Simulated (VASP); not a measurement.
# WC: relaxation of cell and atoms with PBE

Crystal: WC.

```
W C
1.0
     0.00000    2.19268    2.19268
     2.19268    0.00000    2.19268
     2.19268    2.19268    0.00000
W C
1 1
Cartesian
  0.0000 0.0000 0.0000
  2.1927 2.1927 2.1927
```

```
Program                : VASP 6.6.1
Task                   : relaxation of cell and atoms
Functional             : PBE
Potentials or basis    : VASP PAW PBE potentials, release 64 (W_sv, C)
Cutoff                 : 600 eV
k mesh                 : 10 × 10 × 10
Occupations            : fermi-dirac, width 0.05 eV
Spin                   : no spin polarisation
Dipole correction      : no
Further INCAR settings : ALGO = Normal; EDIFF = 1e-07; IBRION = 2; EDIFFG = -0.01; NSW = 60; ISIF = 3
```

```json
{
 "Relaxed volume": "10.52 Å³/atom",
 "Relaxed cell": "a = 3.099 Å, b = 3.099 Å, c = 3.099 Å, α = 60.00°, β = 60.00°, γ = 60.00°",
 "Space group after relaxing (to 0.05 Å)": "Fm-3m (No. 225)",
 "Energy gained by relaxing": "0.0 meV/atom",
 "Ionic steps": "3",
 "Pressure after relaxing": "0.0 GPa"
}
```

Final structure:
```xyz
2
Lattice="0.0000 2.1913 2.1913 2.1913 0.0000 2.1913 2.1913 2.1913 0.0000" Properties=species:S:1:pos:R:3 pbc="T T T"
W     0.0000    0.0000    0.0000
C     2.1913    2.1913    2.1913
```

Levels at points of the mesh, in eV from the Fermi level:
| k point | band 7 | band 8 | band 9 | band 10 | band 11 | band 12 |
| --- | --- | --- | --- | --- | --- | --- |
| (0.00, 0.00, 0.00) | -2.80 | -2.80 | -1.12 | -1.12 | -1.12 | -1.01 |
| (0.50, 0.00, 0.00) | -6.64 | -6.64 | 1.00 | 1.00 | 2.29 | 4.88 |
| (0.50, 0.50, 0.00) | -5.65 | -2.56 | -2.56 | 0.81 | 2.23 | 2.23 |

Run time: 100 s on 1 thread of AMD EPYC 7R43 64-Core Processor (Zen 3), on a shared host, peak memory 0.14 GiB.

Caveat: the bands computed are all filled at some k points, so no gap is given; spin-orbit coupling is left out, which moves the levels of the heavy elements.
